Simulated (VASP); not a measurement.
# MgH2 (P4_2/mnm) in VASP: a series of runs

MgH2 is run at these levels: PBE, r2SCAN, HSE06; tasks: single point.

Everything below comes from runs of VASP 6.6.1. Logs are shortened: lines on timing, memory, paths and dates and some standing lists are left out, and cuts for length are marked.

## 1. The cell of the first run

The structure is tetragonal, space group P4_2/mnm (No. 136). Conventional cell: a = 4.485 Å, b = 4.485 Å, c = 2.996 Å, α = 90.00°, β = 90.00°, γ = 90.00°. Mg (site symmetry mmm) has 6 H at 1.93 to 1.94 Å within 2.6 Å. H (site symmetry m2m) has 3 Mg at 1.93 to 1.94 Å and 1 H at 2.48 Å within 2.6 Å.

## 2. Single point, PBE

The input, INCAR:

```
SYSTEM = MgH2
  ALGO = Normal
  EDIFF = 1E-6
  ENCUT = 520
  GGA = PE
  ISIF = 2
  ISMEAR = 0
  LASPH = .TRUE.
  LCHARG = .FALSE.
  LREAL = .FALSE.
  LWAVE = .FALSE.
  NBANDS = 13
  NELM = 80
  PREC = Accurate
  SIGMA = 0.01
```

The input, KPOINTS:

```
k-points
0
G
  6 6 8
  0 0 0
```

The input, POSCAR:

```
MgH2
1.0
    4.4848772627      0.0000000000      0.0000000000
    0.0000000000      4.4848772627      0.0000000000
    0.0000000000      0.0000000000      2.9964754819
Mg H
2 4
Direct
    0.0000000000      0.0000000000      0.0000000000
    0.5000000000      0.5000000000      0.5000000000
    0.3046815063      0.3046815063      0.0000000000
    0.1953184937      0.8046815063      0.5000000000
    0.8046815063      0.1953184937      0.5000000000
    0.6953184937      0.6953184937      0.0000000000
```

Potentials or basis: VASP PAW PBE potentials, release 64 (Mg, H).

On the command line:

```sh
> cat potpaw_PBE.64/Mg/POTCAR potpaw_PBE.64/H/POTCAR > POTCAR
> mpirun -np 1 vasp_std > vasp.out
```

OUTCAR:

```text
SYSTEM = MgH2
   EDIFF = 1E-6
   ENCUT = 520
   GGA = PE
   ISIF = 2
   ISMEAR = 0
   LASPH = .TRUE.
   LREAL = .FALSE.
   NELM = 80
   PREC = Accurate

 ion  position               nearest neighbor table
   1  0.000  0.000  0.000-   3 1.93   6 1.93   5 1.94   4 1.94   4 1.94   5 1.94   2 3.51   2 3.51
                             2 3.51   2 3.51   2 3.51   2 3.51   2 3.51   2 3.51
   2  0.500  0.500  0.500-   4 1.93   5 1.93   3 1.94   6 1.94   3 1.94   6 1.94   1 3.51   1 3.51
                             1 3.51   1 3.51   1 3.51   1 3.51   1 3.51   1 3.51
   3  0.305  0.305  0.000-   1 1.93   2 1.94   2 1.94
   4  0.195  0.805  0.500-   2 1.93   1 1.94   1 1.94
   5  0.805  0.195  0.500-   2 1.93   1 1.94   1 1.94
   6  0.695  0.695  0.000-   1 1.93   2 1.94   2 1.94

  LATTYP: Found a simple tetragonal cell.
 ALAT       =     4.4848772627
 C/A-ratio  =     0.6681287595

  Lattice vectors:

 A1 = (   4.4848772627,   0.0000000000,   0.0000000000)
 A2 = (   0.0000000000,   4.4848772627,   0.0000000000)
 A3 = (   0.0000000000,   0.0000000000,   2.9964754819)

Analysis of symmetry for initial positions (statically):
=====================================================================
 Subroutine PRICEL returns:
 Original cell was already a primitive cell.

 Routine SETGRP: Setting up the symmetry group for a
 simple tetragonal supercell.

 Subroutine GETGRP returns: Found 16 space group operations
 (whereof  8 operations were pure point group operations)
 out of a pool of 16 trial point group operations.

The static configuration has the point symmetry D_2h.
 The point group associated with its full space group is D_4h.

Analysis of symmetry for dynamics (positions and initial velocities):
=====================================================================
 Subroutine PRICEL returns:
 Original cell was already a primitive cell.

 Routine SETGRP: Setting up the symmetry group for a
 simple tetragonal supercell.

 Subroutine GETGRP returns: Found 16 space group operations
 (whereof  8 operations were pure point group operations)
 out of a pool of 16 trial point group operations.

The dynamic configuration has the point symmetry D_2h.
 The point group associated with its full space group is D_4h.

 Subroutine INISYM returns: Found 16 space group operations
 (whereof  8 operations are pure point group operations),
 and found     1 'primitive' translations

----------------------------------------------------------------------------------------

                                     Primitive cell

  volume of cell :      60.2715

  direct lattice vectors                    reciprocal lattice vectors
     4.484877263  0.000000000  0.000000000     0.222971542  0.000000000  0.000000000
     0.000000000  4.484877263  0.000000000     0.000000000  0.222971542  0.000000000
     0.000000000  0.000000000  2.996475482     0.000000000  0.000000000  0.333725407

  length of vectors
     4.484877263  4.484877263  2.996475482     0.222971542  0.222971542  0.333725407

  position of ions in fractional coordinates (direct lattice)
     0.000000000  0.000000000  0.000000000
     0.500000000  0.500000000  0.500000000
     0.304681506  0.304681506  0.000000000
     0.195318494  0.804681506  0.500000000
     0.804681506  0.195318494  0.500000000
     0.695318494  0.695318494  0.000000000

  ion indices of the primitive-cell ions
   primitive index   ion index
                 1           1
                 2           2
                 3           3
                 4           4
                 5           5
                 6           6

----------------------------------------------------------------------------------------

 KPOINTS: k-points

Automatic generation of k-mesh.
 Grid dimensions read from file:
 generate k-points for:    6    6    8

 Generating k-lattice:

  Cartesian coordinates                     Fractional coordinates (reciprocal lattice)
     0.037161924  0.000000000  0.000000000     0.166666667  0.000000000  0.000000000
     0.000000000  0.037161924  0.000000000     0.000000000  0.166666667  0.000000000
     0.000000000  0.000000000  0.041715676     0.000000000  0.000000000  0.125000000

  Length of vectors
     0.037161924  0.037161924  0.041715676

  Shift w.r.t. Gamma in fractional coordinates (k-lattice)
     0.000000000  0.000000000  0.000000000

 Subroutine IBZKPT returns following result:
 ===========================================

 Found     50 irreducible k-points:

 Following reciprocal coordinates:
            Coordinates               Weight
  0.000000  0.000000  0.000000      1.000000
  0.166667  0.000000  0.000000      4.000000
  0.333333  0.000000  0.000000      4.000000
  0.500000  0.000000  0.000000      2.000000
  0.166667  0.166667  0.000000      4.000000
  0.333333  0.166667  0.000000      8.000000
[... 16 lines left out ...]
  0.333333  0.000000  0.250000      8.000000
  0.500000  0.000000  0.250000      4.000000
 [... further k-points ...]
   k-points           NKPTS =     50   k-points in BZ     NKDIM =     50   number of bands    NBANDS=     13
   number of dos      NEDOS =    301   number of ions     NIONS =      6
   total plane-waves  NPLWV =  31104
   dimension x,y,z NGX =    36 NGY =   36 NGZ =   24
   dimension x,y,z NGXF=    72 NGYF=   72 NGZF=   48
   ions per type =               2   4
   NGX,Y,Z   is equivalent  to a cutoff of  13.34, 13.34, 13.32 a.u.
   NGXF,Y,Z  is equivalent  to a cutoff of  26.69, 26.69, 26.63 a.u.
 SYSTEM =  MgH2
   PREC   = accura    normal or accurate (medium, high low for compatibility)
   ISTART =      0    job   : 0-new  1-cont  2-samecut
   ICHARG =      2    charge: 1-file 2-atom 10-const
   ISPIN  =      1    spin polarized calculation?
   LNONCOLLINEAR =      F non collinear calculations
   LSORBIT =      F    spin-orbit coupling
   LASPH  =      T    aspherical Exc in radial PAW
   ENCUT  =  520.0 eV  38.22 Ry    6.18 a.u.   8.34  8.34  5.57*2*pi/ulx,y,z
   NELM   =     80;   NELMIN=  2; NELMDL= -5     # of ELM steps
   EDIFF  = 0.1E-05   stopping-criterion for ELM
   LREAL  =      F    real-space projection
   EDIFFG = 0.1E-04   stopping-criterion for IOM
   NSW    =      0    number of steps for IOM
   IBRION =     -1    ionic relax: 0-MD 1-quasi-New 2-CG
   NFREE  =      0    steps in history (QN), initial steepest desc. (CG)
   ISIF   =      2    stress and relaxation
   ISYM   =      2    0-nonsym 1-usesym 2-fastsym
   POTIM  = 0.5000    time-step for ionic-motion
   TEBEG  =    0.0;   TEEND  =   0.0 temperature during run
   PSTRESS=    0.0 pullay stress
   NELECT =       8.0000    total number of electrons
   NUPDOWN=      -1.0000    fix difference up-down
   EMIN   =  10.00;   EMAX   =-10.00  energy-range for DOS
   EFERMI =   0.00;   METHOD = LEGACY
   ISMEAR =     0;   SIGMA  =   0.01  broadening in eV -4-tet -1-fermi 0-gaus
   EFERMI_NEDOS =   21; number of points for ismear=-14 and -15
   IALGO  =     38    algorithm
   IMIX   =      4    mixing-type and parameters
     AMIX     =   0.40;   BMIX     =  1.00
     AMIX_MAG =   1.60;   BMIX_MAG =  1.00
  volume/ion in A,a.u.               =      10.05        67.79
  Fermi-wavevector in a.u.,A,eV,Ry     =   0.835092  1.578095  9.488408  0.697378
  Thomas-Fermi vector in A             =   1.948592
   LORBIT       =      0    0 simple, 1 ext, 2 COOP (PROOUT), +10 PAW based schemes
   GGA     = PE    functional components
   LHFCALC =     F    Hartree Fock is set to
   AEXX    =    0.0000 exact exchange contribution
   IVDW    =     0    specifies the selected vdW correction
   LEPSILON=     F    determine dielectric tensor
   LRPA    =     F    only Hartree local field effects (RPA)
 non-spin polarized calculation
 Gauss-broadening in eV      SIGMA  =   0.01
  energy-cutoff  :      520.00
  volume of cell :       60.27
 maximum number of plane-waves:      1648
 NGX is ok and might be reduce to    36
   NGX = 17   NGY = 17   NGZ = 11

 number of electron       8.0000002 magnetization

 Free energy of the ion-electron system (eV)
  ---------------------------------------------------
  ext. energy  EPLUGINS =         0.00000000
  ---------------------------------------------------
  free energy    TOTEN  =       -17.65084059 eV

  energy without entropy =      -17.65084059  energy(sigma->0) =      -17.65084059

 E-fermi :  -0.4470     XC(G=0):  -8.4603

 val. band max:       -0.5281511514   @ k =   0.1667   0.1667   0.1250
 cond. band min:       3.3072384564   @ k =   0.3333   0.3333   0.5000
 fundamental gap:      3.8353896078
 Fermi energy:        -0.4470049122

 k-point     1 :       0.0000    0.0000    0.0000
  band No.  band energies     occupation
      1      -7.0409      2.00000
      2      -1.9918      2.00000
      3      -1.9918      2.00000
      4      -0.9702      2.00000
      5       4.1981      0.00000
      6       4.5807      0.00000
      7       8.7210      0.00000
      8       8.7210      0.00000
      9      10.5320      0.00000
     10      10.8693      0.00000
     11      11.8085      0.00000
     12      14.7047      0.00000
     13      14.7047      0.00000

 k-point     2 :       0.1667    0.0000    0.0000
  band No.  band energies     occupation
      1      -6.8547      2.00000
      2      -2.8882      2.00000
      3      -1.8676      2.00000
      4      -0.6217      2.00000
      5       4.2894      0.00000
      6       5.1028      0.00000
      7       7.4781      0.00000
      8       9.1980      0.00000
      9      11.0420      0.00000
     10      11.9419      0.00000
     11      12.3370      0.00000
[... 339 lines left out ...]
 k-point    24 :       0.5000    0.0000    0.2500
  band No.  band energies     occupation
      1      -4.5475      2.00000
      2      -4.5475      2.00000
      3      -0.8399      2.00000
      4      -0.8399      2.00000
      5       5.3423      0.00000
      6       5.3423      0.00000
      7       6.8644      0.00000
      8       6.8644      0.00000
      9       8.8401      0.00000
     10       8.8401      0.00000
     11      12.4620      0.00000
     12      12.4620      0.00000
     13      14.0060      0.00000

 [... further k-points ...]

------------------------ aborting loop because EDIFF is reached ----------------------------------------

  FORCE on cell =-STRESS in cart. coord.  units (eV):
  Direction    XX          YY          ZZ          XY          YZ          ZX
  --------------------------------------------------------------------------------------
  -------------------------------------------------------------------------------------
  Total        0.2586501      0.2586501      0.3274367      0.0000000      0.0000000      0.0000000
  in kB        6.8756123      6.8756123      8.7041450      0.0000000      0.0000000      0.0000000
  external PRESSURE =       7.4851232 kB  Pullay stress =       0.0000000 kB

 VOLUME and BASIS-vectors are now :
 -----------------------------------------------------------------------------
  energy-cutoff  :      520.00
  volume of cell :       60.27
      direct lattice vectors                 reciprocal lattice vectors
     4.484877263  0.000000000  0.000000000     0.222971542  0.000000000  0.000000000
     0.000000000  4.484877263  0.000000000     0.000000000  0.222971542  0.000000000
     0.000000000  0.000000000  2.996475482     0.000000000  0.000000000  0.333725407

 POSITION                                       TOTAL-FORCE (eV/Angst)
 -----------------------------------------------------------------------------------
      0.00000      0.00000      0.00000        -0.000000     -0.000000      0.000000
      2.24244      2.24244      1.49824        -0.000000     -0.000000      0.000000
      1.36646      1.36646      0.00000        -0.011695     -0.011695     -0.000000
      0.87598      3.60890      1.49824         0.011695     -0.011695     -0.000000
      3.60890      0.87598      1.49824        -0.011695      0.011695      0.000000
      3.11842      3.11842      0.00000         0.011695      0.011695      0.000000
 -----------------------------------------------------------------------------------
    total drift:                                0.000000     -0.000000      0.000000

  FREE ENERGIE OF THE ION-ELECTRON SYSTEM (eV)
  ---------------------------------------------------
  free  energy   TOTEN  =       -17.6508405894 eV

  energy  without entropy=      -17.6508405894  energy(sigma->0) =      -17.65084059
```

Run time: 12 s. Hardware: 1 thread of Intel Xeon 6975P-C (Granite Rapids), shared host; peak memory 0.19 GiB.

What came out:

```
Free energy            : -17.6508 eV
Pressure               : 0.7 GPa
Largest force          : 0.017 eV/Å
Band gap on the k mesh : 3.84 eV (least direct gap 4.60 eV)
```

Forces on the atoms (eV/Å):
```
Mg   0.000  0.000  0.000
Mg   0.000  0.000  0.000
H   -0.012 -0.012  0.000
H    0.012 -0.012  0.000
H   -0.012  0.012  0.000
H    0.012  0.012  0.000
```

Levels at points of the mesh, in eV from the valence-band top:
```
           k point  band 1  band 2  band 3  band 4  band 5  band 6  band 7  band 8  band 9
(0.00, 0.00, 0.00)   -6.51   -1.46   -1.46   -0.44    4.73    5.11    9.25    9.25   11.06
(0.50, 0.00, 0.00)   -4.88   -4.88   -0.51   -0.51    5.38    5.38   10.16   10.16   11.89
(0.50, 0.50, 0.00)   -3.79   -3.79   -2.77   -2.77    9.15    9.15    9.26    9.26   13.36
(0.00, 0.00, 0.50)   -3.05   -3.05   -0.08   -0.08    6.41    6.41    6.85    6.85    8.89
(0.50, 0.00, 0.50)   -2.30   -2.30   -1.09   -1.09    5.21    5.21    6.88    6.88    8.78
(0.50, 0.50, 0.50)   -1.90   -1.90   -0.96   -0.96    3.91    3.91    4.19    4.19   13.15
```

Caveat: the structure was generated, so it needn't be the stable form of MgH2. A k mesh can miss the band edges.

## 3. Single point, r2SCAN

POSCAR is that of step 2.

The input, INCAR.step1:

```
SYSTEM = MgH2
ALGO     = Normal         ! electronic algorithm
EDIFF    = 1E-4           ! SCF threshold, eV
ENCUT    = 520            ! plane-wave cutoff, eV
GGA      = PE             ! functional
ISMEAR   = 0              ! smearing method
LASPH    = .TRUE.         ! aspherical terms in the spheres
LCHARG   = .FALSE.        ! write CHGCAR
LREAL    = .FALSE.        ! projectors in reciprocal space
LWAVE    = .TRUE.         ! write WAVECAR
NBANDS   = 13             ! bands
NELM     = 60             ! most SCF steps
PREC     = Accurate       ! precision mode
SIGMA    = 0.01           ! smearing width, eV
```

The input, INCAR.step2:

```
SYSTEM = MgH2
ALGO     = Normal         ! electronic algorithm
EDIFF    = 1E-7           ! SCF threshold, eV
ENCUT    = 520            ! plane-wave cutoff, eV
ISIF     = 2              ! what is computed and relaxed
ISMEAR   = 0              ! smearing method
ISTART   = 1            
LASPH    = .TRUE.         ! aspherical terms in the spheres
LCHARG   = .TRUE.         ! write CHGCAR
LELF     = .TRUE.         ! ELF
LMIXTAU  = .TRUE.       
LREAL    = .FALSE.        ! projectors in reciprocal space
LVHAR    = .TRUE.       
LWAVE    = .FALSE.        ! write WAVECAR
METAGGA  = R2SCAN         ! meta-GGA
NBANDS   = 13             ! bands
NELM     = 60             ! most SCF steps
PREC     = Accurate       ! precision mode
SIGMA    = 0.01           ! smearing width, eV
```

KPOINTS is that of step 2.

Potentials or basis: VASP PAW PBE potentials, release 64 (Mg, H).

On the command line:

```sh
> cat potpaw_PBE.64/Mg/POTCAR potpaw_PBE.64/H/POTCAR > POTCAR
> cp INCAR.step1 INCAR
> mpirun -np 1 vasp_std > vasp.out
> cp INCAR.step2 INCAR
> mpirun -np 1 vasp_std > vasp.out
```

It took 50 s on 1 thread of Intel Xeon 6975P-C (Granite Rapids), shared host; peak memory 0.19 GiB.

It converged, with:

```yaml
Free_energy: -23.7266 eV
Pressure: -0.4 GPa
Band_gap_on_the_k_mesh: 4.46 eV (least direct gap 5.25 eV)
```

Stress tensor (GPa, compression positive):
```
-0.40  0.00  0.00
 0.00 -0.40  0.00
 0.00  0.00 -0.51
```

Levels at points of the mesh, in eV from the valence-band top:
```csv
k point,band 1,band 2,band 3,band 4,band 5,band 6,band 7,band 8
"(0.00, 0.00, 0.00)",-6.59,-1.47,-1.47,-0.39,5.25,5.73,9.98,9.98
"(0.50, 0.00, 0.00)",-4.91,-4.91,-0.51,-0.51,5.99,5.99,10.90,10.90
"(0.50, 0.50, 0.00)",-3.79,-3.79,-2.77,-2.77,9.86,9.86,9.95,9.95
"(0.00, 0.00, 0.50)",-3.07,-3.07,-0.10,-0.10,7.14,7.14,7.54,7.54
"(0.50, 0.00, 0.50)",-2.34,-2.34,-1.06,-1.06,5.82,5.82,7.52,7.52
"(0.50, 0.50, 0.50)",-1.94,-1.94,-0.98,-0.98,4.57,4.57,4.74,4.74
```

Caveat: the structure was generated, so it needn't be the stable form of MgH2; the PAW data sets were made with another functional, which shifts forces and pressure a little. A k mesh can miss the band edges.

## 4. Single point, HSE06

POSCAR is that of step 3.

The input, INCAR.step1:

```
SYSTEM = MgH2
ALGO = Normal
EDIFF = 1E-5
ENCUT = 520
GGA = PE
ISIF = 2
ISMEAR = 0
LASPH = .TRUE.
LCHARG = .FALSE.
LREAL = .FALSE.
LWAVE = .TRUE.
NBANDS = 13
NELM = 80
PREC = Accurate
SIGMA = 0.01
```

The input, INCAR.step2:

```
SYSTEM = MgH2
ALGO = Normal
EDIFF = 1E-7
ENCUT = 520
GGA = PE
HFSCREEN = 0.2079
ISIF = 2
ISMEAR = 0
ISTART = 1
LASPH = .TRUE.
LCHARG = .FALSE.
LHFCALC = .TRUE.
LREAL = .FALSE.
LWAVE = .FALSE.
NBANDS = 13
NELM = 80
PREC = Accurate
PRECFOCK = Fast
SIGMA = 0.01
```

The input, KPOINTS:

```
k-points
0
G
  4 4 4
  0 0 0
```

On the command line:

```sh
> cat potpaw_PBE.64/Mg/POTCAR potpaw_PBE.64/H/POTCAR > POTCAR
> cp INCAR.step1 INCAR
> mpirun -np 1 vasp_std > vasp.out
> cp INCAR.step2 INCAR
> mpirun -np 1 vasp_std > vasp.out
```

It took 83 s on 1 thread of Intel Xeon 6975P-C (Granite Rapids), shared host; peak memory 0.27 GiB.

The run converged. Its results:

```
Free energy            : -20.0167 eV
Pressure               : -0.2 GPa
Largest force          : 0.006 eV/Å
Band gap on the k mesh : 5.04 eV (least direct gap 5.87 eV)
```

Forces on the atoms (eV/Å):
```
Mg   0.000  0.000  0.000
Mg   0.000  0.000  0.000
H   -0.004 -0.004  0.000
H    0.004 -0.004  0.000
H   -0.004  0.004  0.000
H    0.004  0.004  0.000
```

Stress tensor (GPa, compression positive):
```
-0.11  0.00  0.00
 0.00 -0.11  0.00
 0.00  0.00 -0.28
```

Levels at points of the mesh, in eV from the valence-band top:
| k point | band 2 | band 3 | band 4 | band 5 | band 6 | band 7 |
| --- | --- | --- | --- | --- | --- | --- |
| (0.00, 0.00, 0.00) | -1.59 | -1.59 | -0.39 | 5.77 | 6.27 | 10.58 |
| (0.50, 0.00, 0.00) | -5.32 | -0.54 | -0.54 | 6.52 | 6.52 | 11.53 |
| (0.50, 0.50, 0.00) | -4.10 | -2.99 | -2.99 | 10.57 | 10.57 | 10.60 |
| (0.00, 0.00, 0.50) | -3.29 | -0.06 | -0.06 | 7.68 | 7.68 | 8.08 |
| (0.50, 0.00, 0.50) | -2.49 | -1.11 | -1.11 | 6.36 | 6.36 | 8.11 |
| (0.50, 0.50, 0.50) | -2.07 | -1.03 | -1.03 | 5.04 | 5.04 | 5.25 |

Caveat: the k points lie up to 0.52 Å⁻¹ apart; the structure was generated, so it needn't be the stable form of MgH2; the PAW data sets were made with another functional, which shifts forces and pressure a little. A k mesh can miss the band edges.

## 5. Overview

```tsv
level	k mesh	grid for exact exchange (PRECFOCK)	share of exact exchange	screening parameter	gap on the mesh (eV)	pressure (GPa)	largest force (eV/Å)
PBE	6 × 6 × 8	-	-	-	3.84	0.7	0.02
r2SCAN	6 × 6 × 8	-	-	-	4.46	-0.4	-
HSE06	4 × 4 × 4	Fast	0.25	0.2079 1/Å	5.04	-0.2	0.01
```

Alike in all rows: task single point; potentials or basis VASP PAW PBE potentials, release 64 (Mg, H); no spin polarisation; cell as given; cutoff (eV) 520; smearing gaussian 0.01 eV.

Caveats: some runs use coarse meshes; the structure was generated, so it needn't be the stable form of MgH2; the PAW data sets were made with another functional, which shifts forces and pressure a little (at least some runs).

Total energies depend on the potentials used, so only differences within one code and one set of settings carry meaning.
